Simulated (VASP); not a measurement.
# ZnS (F-43m) in VASP: further runs

ZnS is run at these levels: PBEsol; tasks: single point.

All numbers are computed with VASP 6.6.1; they aren't measurements. Logs are shortened: lines on timing, memory, paths and dates and some standing lists are left out, and cuts for length are marked.

### Step 1. The cell of the first run

The structure is cubic, space group F-43m (No. 216). Conventional cell: a = 5.427 Å, b = 5.427 Å, c = 5.427 Å, α = 90.00°, β = 90.00°, γ = 90.00°. Zn (site symmetry -43m) has 4 S at 2.35 Å within 3.1 Å. S (site symmetry -43m) has 4 Zn at 2.35 Å within 3.1 Å.

### Step 2. Single point, PBEsol (volume scaled by 1.01)

INCAR

```
SYSTEM = ZnS
PREC     = Accurate       ! precision mode
ENCUT    = 520            ! plane-wave cutoff, eV
EDIFF    = 1E-6           ! SCF threshold, eV
ISMEAR   = -1             ! smearing method
SIGMA    = 0.01           ! smearing width, eV
LREAL    = .False.        ! projectors in reciprocal space
LASPH    = .True.         ! aspherical terms in the spheres
NELM     = 60             ! most SCF steps
ALGO     = Normal         ! electronic algorithm
ISIF     = 2              ! what is computed and relaxed
LWAVE    = .False.        ! write WAVECAR
LCHARG   = .False.        ! write CHGCAR
GGA      = PS             ! functional
NBANDS   = 16             ! bands
```

KPOINTS

```
Automatic mesh
0
Gamma
  9 9 9
  0 0 0
```

POSCAR

```
ZnS
1.0
    0.0000000000      2.7136356142      2.7136356142
    2.7136356142      0.0000000000      2.7136356142
    2.7136356142      2.7136356142      0.0000000000
Zn S
1 1
Direct
    0.0000000000      0.0000000000      0.0000000000
    0.7500000000      0.7500000000      0.7500000000
```

Potentials or basis: VASP PAW PBE potentials, release 64 (Zn, S).

The run is started by

```sh
$ cat potpaw_PBE.64/Zn/POTCAR potpaw_PBE.64/S/POTCAR > POTCAR
$ mpirun -np 1 vasp_std > vasp.out
```

OUTCAR:

```text
SYSTEM = ZnS
   PREC = Accurate
   ENCUT = 520
   EDIFF = 1E-6
   ISMEAR = -1
   LREAL = .False.
   LASPH = .True.
   NELM = 60
   ISIF = 2
   GGA = PS

 ion  position               nearest neighbor table
   1  0.000  0.000  0.000-   2 2.35   2 2.35   2 2.35   2 2.35
   2  0.750  0.750  0.750-   1 2.35   1 2.35   1 2.35   1 2.35

  LATTYP: Found a face centered cubic cell.
 ALAT       =     5.4272712284

  Lattice vectors:

 A1 = (   0.0000000000,   2.7136356142,   2.7136356142)
 A2 = (   2.7136356142,   0.0000000000,   2.7136356142)
 A3 = (   2.7136356142,   2.7136356142,   0.0000000000)

Analysis of symmetry for initial positions (statically):
=====================================================================
 Subroutine PRICEL returns:
 Original cell was already a primitive cell.

 Routine SETGRP: Setting up the symmetry group for a
 face centered cubic supercell.

 Subroutine GETGRP returns: Found 24 space group operations
 (whereof 24 operations were pure point group operations)
 out of a pool of 48 trial point group operations.

The static configuration has the point symmetry T_d .

Analysis of symmetry for dynamics (positions and initial velocities):
=====================================================================
 Subroutine PRICEL returns:
 Original cell was already a primitive cell.

 Routine SETGRP: Setting up the symmetry group for a
 face centered cubic supercell.

 Subroutine GETGRP returns: Found 24 space group operations
 (whereof 24 operations were pure point group operations)
 out of a pool of 48 trial point group operations.

The dynamic configuration has the point symmetry T_d .

 Subroutine INISYM returns: Found 24 space group operations
 (whereof 24 operations are pure point group operations),
 and found     1 'primitive' translations

----------------------------------------------------------------------------------------

                                     Primitive cell

  volume of cell :      39.9654

  direct lattice vectors                    reciprocal lattice vectors
     0.000000000  2.713635614  2.713635614    -0.184254657  0.184254657  0.184254657
     2.713635614  0.000000000  2.713635614     0.184254657 -0.184254657  0.184254657
     2.713635614  2.713635614  0.000000000     0.184254657  0.184254657 -0.184254657

  length of vectors
     3.837660289  3.837660289  3.837660289     0.319138428  0.319138428  0.319138428

  position of ions in fractional coordinates (direct lattice)
     0.000000000  0.000000000  0.000000000
     0.750000000  0.750000000  0.750000000

  ion indices of the primitive-cell ions
   primitive index   ion index
                 1           1
                 2           2

----------------------------------------------------------------------------------------

 KPOINTS: Automatic mesh

Automatic generation of k-mesh.
 Grid dimensions read from file:
 generate k-points for:    9    9    9

 Generating k-lattice:

  Cartesian coordinates                     Fractional coordinates (reciprocal lattice)
    -0.020472740  0.020472740  0.020472740     0.111111111  0.000000000  0.000000000
     0.020472740 -0.020472740  0.020472740     0.000000000  0.111111111  0.000000000
     0.020472740  0.020472740 -0.020472740     0.000000000  0.000000000  0.111111111

  Length of vectors
     0.035459825  0.035459825  0.035459825

  Shift w.r.t. Gamma in fractional coordinates (k-lattice)
     0.000000000  0.000000000  0.000000000

 Subroutine IBZKPT returns following result:
 ===========================================

 Found     35 irreducible k-points:

 Following reciprocal coordinates:
            Coordinates               Weight
  0.000000  0.000000  0.000000      1.000000
  0.111111  0.000000  0.000000      8.000000
  0.222222  0.000000  0.000000      8.000000
  0.333333  0.000000  0.000000      8.000000
  0.444444  0.000000  0.000000      8.000000
  0.111111  0.111111  0.000000      6.000000
[... 16 lines left out ...]
 -0.333333  0.333333  0.000000     12.000000
  0.444444  0.444444  0.000000      6.000000
 [... further k-points ...]
   k-points           NKPTS =     35   k-points in BZ     NKDIM =     35   number of bands    NBANDS=     16
   number of dos      NEDOS =    301   number of ions     NIONS =      2
   total plane-waves  NPLWV =  27000
   dimension x,y,z NGX =    30 NGY =   30 NGZ =   30
   dimension x,y,z NGXF=    60 NGYF=   60 NGZF=   60
   ions per type =               1   1
   NGX,Y,Z   is equivalent  to a cutoff of  13.00, 13.00, 13.00 a.u.
   NGXF,Y,Z  is equivalent  to a cutoff of  25.99, 25.99, 25.99 a.u.
 SYSTEM =  ZnS
   PREC   = accura    normal or accurate (medium, high low for compatibility)
   ISTART =      0    job   : 0-new  1-cont  2-samecut
   ICHARG =      2    charge: 1-file 2-atom 10-const
   ISPIN  =      1    spin polarized calculation?
   LNONCOLLINEAR =      F non collinear calculations
   LSORBIT =      F    spin-orbit coupling
   LASPH  =      T    aspherical Exc in radial PAW
   ENCUT  =  520.0 eV  38.22 Ry    6.18 a.u.   7.14  7.14  7.14*2*pi/ulx,y,z
   NELM   =     60;   NELMIN=  2; NELMDL= -5     # of ELM steps
   EDIFF  = 0.1E-05   stopping-criterion for ELM
   LREAL  =      F    real-space projection
   EDIFFG = 0.1E-04   stopping-criterion for IOM
   NSW    =      0    number of steps for IOM
   IBRION =     -1    ionic relax: 0-MD 1-quasi-New 2-CG
   NFREE  =      0    steps in history (QN), initial steepest desc. (CG)
   ISIF   =      2    stress and relaxation
   ISYM   =      2    0-nonsym 1-usesym 2-fastsym
   POTIM  = 0.5000    time-step for ionic-motion
   TEBEG  =    0.0;   TEEND  =   0.0 temperature during run
   PSTRESS=    0.0 pullay stress
   NELECT =      18.0000    total number of electrons
   NUPDOWN=      -1.0000    fix difference up-down
   EMIN   =  10.00;   EMAX   =-10.00  energy-range for DOS
   EFERMI =   0.00;   METHOD = LEGACY
   ISMEAR =    -1;   SIGMA  =   0.01  broadening in eV -4-tet -1-fermi 0-gaus
   EFERMI_NEDOS =   21; number of points for ismear=-14 and -15
   IALGO  =     38    algorithm
   IMIX   =      4    mixing-type and parameters
     AMIX     =   0.40;   BMIX     =  1.00
     AMIX_MAG =   1.60;   BMIX_MAG =  1.00
  volume/ion in A,a.u.               =      19.98       134.85
  Fermi-wavevector in a.u.,A,eV,Ry     =   1.254886  2.371390 21.425610  1.574738
  Thomas-Fermi vector in A             =   2.388669
   LORBIT       =      0    0 simple, 1 ext, 2 COOP (PROOUT), +10 PAW based schemes
   GGA     = PS    functional components
   LHFCALC =     F    Hartree Fock is set to
   AEXX    =    0.0000 exact exchange contribution
   IVDW    =     0    specifies the selected vdW correction
   LEPSILON=     F    determine dielectric tensor
   LRPA    =     F    only Hartree local field effects (RPA)
 non-spin polarized calculation
  energy-cutoff  :      520.00
  volume of cell :       39.97
 maximum number of plane-waves:      1089
 NGX is ok and might be reduce to    30
   NGX = 15   NGY = 15   NGZ = 15

 number of electron      18.0000012 magnetization

 Free energy of the ion-electron system (eV)
  ---------------------------------------------------
  ext. energy  EPLUGINS =         0.00000000
  ---------------------------------------------------
  free energy    TOTEN  =        -7.57674896 eV

  energy without entropy =       -7.57674896  energy(sigma->0) =       -7.57674896

 E-fermi :   2.1257     XC(G=0):  -9.7896

 val. band max:        1.8936888338   @ k =   0.0000   0.0000   0.0000
 cond. band min:       3.8161063899   @ k =   0.0000   0.0000   0.0000
 fundamental gap:      1.9224175561
 Fermi energy:         2.1257451895

 k-point     1 :       0.0000    0.0000    0.0000
  band No.  band energies     occupation
      1     -11.1716      2.00000
      2      -4.4261      2.00000
      3      -4.4261      2.00000
      4      -4.4261      2.00000
      5      -3.9419      2.00000
      6      -3.9419      2.00000
[... 8 lines left out ...]
     15      13.6128      0.00000
     16      13.6128      0.00000

 k-point     2 :       0.1111    0.0000    0.0000
  band No.  band energies     occupation
      1     -11.0793      2.00000
      2      -4.4262      2.00000
      3      -4.4096      2.00000
      4      -4.4096      2.00000
      5      -3.9433      2.00000
      6      -3.9433      2.00000
[... 8 lines left out ...]
     15      13.0749      0.00000
     16      14.1595      0.00000

 k-point     3 :       0.2222    0.0000    0.0000
  band No.  band energies     occupation
      1     -10.8304      2.00000
      2      -4.3994      2.00000
      3      -4.3709      2.00000
      4      -4.3709      2.00000
      5      -3.9424      2.00000
      6      -3.9424      2.00000
[... 8 lines left out ...]
     15      12.7142      0.00000
     16      14.0034      0.00000

 k-point     4 :       0.3333    0.0000    0.0000
  band No.  band energies     occupation
      1     -10.5142      2.00000
      2      -4.3344      2.00000
      3      -4.3344      2.00000
      4      -4.2671      2.00000
      5      -3.9306      2.00000
      6      -3.9306      2.00000
[... 8 lines left out ...]
     15      13.3915      0.00000
     16      13.4931      0.00000

 k-point     5 :       0.4444    0.0000    0.0000
  band No.  band energies     occupation
      1     -10.2835      2.00000
      2      -4.3163      2.00000
      3      -4.3163      2.00000
      4      -3.9221      2.00000
      5      -3.9152      2.00000
      6      -3.9152      2.00000
[... 8 lines left out ...]
     15      14.8180      0.00000
     16      14.8180      0.00000

 k-point     6 :       0.1111    0.1111    0.0000
  band No.  band energies     occupation
      1     -11.0486      2.00000
      2      -4.4423      2.00000
      3      -4.3959      2.00000
      4      -4.3959      2.00000
      5      -3.9550      2.00000
      6      -3.9333      2.00000
[... 8 lines left out ...]
     15      13.7738      0.00000
     16      14.5267      0.00000

 k-point     7 :       0.2222    0.1111    0.0000
  band No.  band energies     occupation
      1     -10.8514      2.00000
      2      -4.4398      2.00000
      3      -4.3569      2.00000
      4      -4.3562      2.00000
      5      -3.9634      2.00000
      6      -3.9255      2.00000
[... 8 lines left out ...]
     15      13.6596      0.00000
     16      15.2156      0.00000

 k-point     8 :       0.3333    0.1111    0.0000
  band No.  band energies     occupation
      1     -10.5550      2.00000
      2      -4.3791      2.00000
      3      -4.3150      2.00000
      4      -4.2926      2.00000
      5      -3.9523      2.00000
      6      -3.9154      2.00000
[... 8 lines left out ...]
     15      14.0696      0.00000
     16      14.6205      0.00000

 k-point     9 :       0.4444    0.1111    0.0000
  band No.  band energies     occupation
      1     -10.2894      2.00000
      2      -4.3247      2.00000
      3      -4.2926      2.00000
      4      -4.0854      2.00000
      5      -3.9079      2.00000
      6      -3.8943      2.00000
[... 8 lines left out ...]
     15      14.6999      0.00000
     16      15.1788      0.00000
[... 172 lines left out ...]
 k-point    19 :      -0.2222    0.2222    0.0000
  band No.  band energies     occupation
      1     -10.4033      2.00000
      2      -4.3129      2.00000
      3      -4.2995      2.00000
      4      -4.2519      2.00000
      5      -3.9616      2.00000
      6      -3.8955      2.00000
[... 8 lines left out ...]
     15      15.2990      0.00000
     16      16.0359      0.00000

 k-point    20 :       0.3333    0.3333    0.0000
  band No.  band energies     occupation
      1     -10.2938      2.00000
      2      -4.4742      2.00000
      3      -4.1956      2.00000
      4      -4.1956      2.00000
      5      -3.9529      2.00000
      6      -3.8868      2.00000
[... 8 lines left out ...]
     15      14.9105      0.00000
     16      18.6947      0.00000

 k-point    21 :       0.4444    0.3333    0.0000
  band No.  band energies     occupation
      1     -10.0992      2.00000
      2      -4.4304      2.00000
      3      -4.1545      2.00000
      4      -4.1419      2.00000
      5      -3.8824      2.00000
      6      -3.8557      2.00000
[... 8 lines left out ...]
     15      15.5308      0.00000
     16      17.0527      0.00000

 k-point    22 :      -0.4444    0.3333    0.0000
  band No.  band energies     occupation
      1      -9.9869      2.00000
      2      -4.3591      2.00000
      3      -4.1526      2.00000
      4      -4.0716      2.00000
      5      -3.8991      2.00000
      6      -3.6620      2.00000
[... 8 lines left out ...]
     15      14.8529      0.00000
     16      16.9700      0.00000

 k-point    23 :      -0.3333    0.3333    0.0000
  band No.  band energies     occupation
      1     -10.0183      2.00000
      2      -4.3208      2.00000
      3      -4.1899      2.00000
      4      -3.9999      2.00000
      5      -3.9275      2.00000
      6      -3.6666      2.00000
[... 8 lines left out ...]
     15      13.5006      0.00000
     16      18.1917      0.00000

 k-point    24 :       0.4444    0.4444    0.0000
  band No.  band energies     occupation
      1      -9.9853      2.00000
      2      -4.4572      2.00000
      3      -4.1058      2.00000
      4      -4.1058      2.00000
      5      -3.8707      2.00000
      6      -3.7894      2.00000
[... 8 lines left out ...]
     15      15.5076      0.00000
     16      16.8226      0.00000

 [... further k-points ...]
[... 5 lines left out ...]
  --------------------------------------------------------------------------------------
  -------------------------------------------------------------------------------------
  Total       -0.6665585     -0.6665585     -0.6665585      0.0000000      0.0000000      0.0000000
  in kB      -26.7217131    -26.7217131    -26.7217131      0.0000000      0.0000000      0.0000000
  external PRESSURE =     -26.7217131 kB  Pullay stress =       0.0000000 kB

 VOLUME and BASIS-vectors are now :
 -----------------------------------------------------------------------------
  energy-cutoff  :      520.00
  volume of cell :       39.97
      direct lattice vectors                 reciprocal lattice vectors
     0.000000000  2.713635614  2.713635614    -0.184254657  0.184254657  0.184254657
     2.713635614  0.000000000  2.713635614     0.184254657 -0.184254657  0.184254657
     2.713635614  2.713635614  0.000000000     0.184254657  0.184254657 -0.184254657

 POSITION                                       TOTAL-FORCE (eV/Angst)
 -----------------------------------------------------------------------------------
      0.00000      0.00000      0.00000        -0.000000     -0.000000     -0.000000
      4.07045      4.07045      4.07045         0.000000      0.000000      0.000000
 -----------------------------------------------------------------------------------
    total drift:                               -0.000000     -0.000000     -0.000000

  FREE ENERGIE OF THE ION-ELECTRON SYSTEM (eV)
  ---------------------------------------------------
  free  energy   TOTEN  =        -7.5767489590 eV

  energy  without entropy=       -7.5767489590  energy(sigma->0) =       -7.57674896
```

Run time: 21 s. Hardware: 1 thread of Intel Xeon 6975P-C, shared host; peak memory 0.17 GiB.

What came out:

| Quantity | Value |
| --- | --- |
| Free energy | -7.5767 eV |
| Pressure | -2.7 GPa |
| Band gap on the k mesh | 1.92 eV, direct |

Levels at points of the mesh, in eV from the valence-band top:
| k point | band 5 | band 6 | band 7 | band 8 | band 9 | band 10 | band 11 | band 12 | band 13 | band 14 |
| --- | --- | --- | --- | --- | --- | --- | --- | --- | --- | --- |
| (0.00, 0.00, 0.00) | -5.84 | -5.84 | 0.00 | 0.00 | 0.00 | 1.92 | 6.32 | 6.32 | 6.32 | 11.57 |

Caveat: the PAW data sets were made with another functional, which shifts forces and pressure a little.

### Step 3. Single point, PBEsol (volume scaled by 0.99)

INCAR

```
SYSTEM = ZnS
PREC = Accurate
ENCUT = 520
EDIFF = 1E-7
ISMEAR = -1
SIGMA = 0.01
LREAL = .False.
LASPH = .True.
NELM = 80
ALGO = Normal
ISIF = 2
LWAVE = .False.
LCHARG = .False.
GGA = PS
NBANDS = 16
```

KPOINTS is that of step 2.

POSCAR

```
ZnS
1.0
    0.0000000000      2.6956042803      2.6956042803
    2.6956042803      0.0000000000      2.6956042803
    2.6956042803      2.6956042803      0.0000000000
Zn S
1 1
Direct
    0.0000000000      0.0000000000      0.0000000000
    0.7500000000      0.7500000000      0.7500000000
```

Potentials or basis: VASP PAW PBE potentials, release 64 (Zn, S).

The run is started by

```sh
$ cat potpaw_PBE.64/Zn/POTCAR potpaw_PBE.64/S/POTCAR > POTCAR
$ mpirun -np 1 vasp_std > vasp.out
```

Run time: 17 s. Hardware: 1 thread of Intel Xeon 6975P-C, shared host; peak memory 0.16 GiB.

It converged, with:

* Free energy: -7.5864 eV
* Pressure: -1.3 GPa
* Band gap on the k mesh: 2.01 eV, direct

Levels at points of the mesh, in eV from the valence-band top:
| k point | band 5 | band 6 | band 7 | band 8 | band 9 | band 10 | band 11 | band 12 | band 13 | band 14 |
| --- | --- | --- | --- | --- | --- | --- | --- | --- | --- | --- |
| (0.00, 0.00, 0.00) | -5.89 | -5.89 | 0.00 | 0.00 | 0.00 | 2.01 | 6.30 | 6.30 | 6.30 | 11.68 |

Caveat: the PAW data sets were made with another functional, which shifts forces and pressure a little.

### Step 4. Single point, PBEsol (volume scaled by 1.04)

INCAR

```
PREC = Accurate ; ENCUT = 520
EDIFF = 1E-7 ; ISMEAR = -1
SIGMA = 0.01 ; LREAL = False
LASPH = True ; NELM = 100
ALGO = Normal ; ISIF = 2
LWAVE = False ; LCHARG = False
GGA = PS ; NBANDS = 16
```

KPOINTS

```
regular mesh
0
Gamma
  9 9 9
```

POSCAR

```
ZnS
1.0
    0.0000000000      2.7402415815      2.7402415815
    2.7402415815      0.0000000000      2.7402415815
    2.7402415815      2.7402415815      0.0000000000
Zn S
1 1
Direct
    0.0000000000      0.0000000000      0.0000000000
    0.7500000000      0.7500000000      0.7500000000
```

The run is started by

```sh
$ cat potpaw_PBE.64/Zn/POTCAR potpaw_PBE.64/S/POTCAR > POTCAR
$ mpirun -np 1 vasp_std > vasp.out
```

It took 24 s on 1 thread of Intel Xeon 6975P-C, shared host; peak memory 0.17 GiB.

It converged, with:

```
Free energy            : -7.5502 eV
Pressure               : -4.5 GPa
Band gap on the k mesh : 1.80 eV, direct
```

Levels at points of the mesh, in eV from the valence-band top:
```
           k point  band 7  band 8  band 9  band 10  band 11  band 12
(0.00, 0.00, 0.00)    0.00    0.00    0.00     1.80     6.33     6.33
```

Caveat: the PAW data sets were made with another functional, which shifts forces and pressure a little.

### Step 5. The runs side by side

```tsv
cell	gap on the mesh (eV)	pressure (GPa)
a = 3.838 Å, angles 60.0°, 2 atoms	1.92	-2.7
a = 3.812 Å, angles 60.0°, 2 atoms	2.01	-1.3
a = 3.875 Å, angles 60.0°, 2 atoms	1.80	-4.5
```

Alike in all rows: task single point; level PBEsol; potentials or basis VASP PAW PBE potentials, release 64 (Zn, S); no spin polarisation; k mesh 9 × 9 × 9; cutoff (eV) 520; smearing fermi-dirac 0.01 eV.

Caveats: the PAW data sets were made with another functional, which shifts forces and pressure a little.

Total energies depend on the potentials used, so only differences within one code and one set of settings carry meaning.
